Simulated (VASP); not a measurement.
Ga:

```xyz
4
Lattice="2.2179 -3.7419 0.0000 2.2179 3.7419 0.0000 0.0000 0.0000 4.4250" Properties=species:S:1:pos:R:3 pbc="T T T"
Ga    2.2179   -2.5772    0.3803
Ga    2.2179   -1.1648    2.5928
Ga    2.2179    2.5772    4.0447
Ga    2.2179    1.1648    1.8322
```

Base run:

| Property | Result |
| --- | --- |
| Program | VASP 6.6.1 |
| Functional | LDA |
| Potentials or basis | VASP PAW LDA potentials, release 64 (Ga_d) |
| Cutoff | 520 eV |
| k mesh | 8 × 8 × 7 |
| Occupations | fermi-dirac, width 1 eV |
| Spin | no spin polarisation |

Its results: band gap on the k mesh zero (bands 26 and 27 overlap by 1.03 eV); pressure 5.5 GPa; largest force 0.066 eV/Å.

Task: The run is repeated on the same cell with these changes: occupations from fermi-dirac, width 1 eV to methfessel-paxton, width 0.3 eV. What comes out?

Result: Band gap on the k mesh zero (bands 26 and 27 overlap by 1.05 eV); pressure 0.2 GPa; largest force 0.013 eV/Å.

Caveats: so wide a smearing shifts energies and pressures; the cell stands under pressure (at least some runs).
